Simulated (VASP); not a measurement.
Set up this calculation in VASP 6.6.1, as the native input.

| Item | Value |
| --- | --- |
| Task | single point |
| Functional | RPBE |
| Potentials or basis | VASP PAW PBE potentials, release 64 (W_sv) |
| Cutoff | 400 eV |
| k mesh | 6 × 11 × 1 |
| Occupations | gaussian, width 0.1 eV |
| Spin | no spin polarisation |
| Dipole correction | yes |
| Further INCAR settings | ALGO = Normal; EDIFF = 1e-06; NBANDS = 66; NELMDL = -8 |

The structure of W lies in POSCAR:

```
W
1.0
    5.5366027616      0.0000000000      0.0000000000
   -0.9227671269      2.6099795717      0.0000000000
    0.0000000000      0.0000000000     23.7809258372
W
8
Direct
    0.2500000000      0.5000000000      0.3574293137
    0.7500000000      0.5000000000      0.3574293137
    0.5000000000      0.0000000000      0.4524764379
    0.0000000000      0.0000000000      0.4524764379
    0.7500000000      0.5000000000      0.5478393804
    0.2500000000      0.5000000000      0.5478393804
    0.0000000000      0.0000000000      0.6394074540
    0.5000000000      0.0000000000      0.6394074540
```

The input as run:

INCAR

```
SYSTEM = W
  PREC = Accurate
  ENCUT = 400
  EDIFF = 1E-6
  ISMEAR = 0
  SIGMA = 0.1
  LREAL = .False.
  LASPH = .True.
  NELM = 120
  ALGO = Normal
  ISIF = 2
  LWAVE = .False.
  LCHARG = .True.
  LDIPOL = .True.
  IDIPOL = 3
  DIPOL = 0.5 0.5 0.499
  GGA = RP
  LELF = .True.
  LVHAR = .True.
  LVACPOTAV = .True.
  NBANDS = 66
  GGA_COMPAT = .False.
  NELMDL = -8
```

KPOINTS

```
Automatic mesh
0
Gamma
  6 11 1
  0 0 0
```

Potentials or basis: VASP PAW PBE potentials, release 64 (W_sv).

Run with:

```sh
$ cat potpaw_PBE.64/W_sv/POTCAR > POTCAR
$ mpirun -np 1 vasp_std > vasp.out
```

Results of the run:

```yaml
Largest_force: 0.644 eV/Å
Band_gap_on_the_k_mesh: zero (bands 56 and 57 overlap by 1.57 eV)
```

Caveat: the PAW data sets were made with another functional, which shifts forces and pressure a little; spin-orbit coupling is left out, which moves the levels of the heavy elements.

It took 13 min on 1 thread of Intel(R) Xeon(R) Platinum 8559C (Emerald Rapids), on a shared host, peak memory 0.5 GiB.
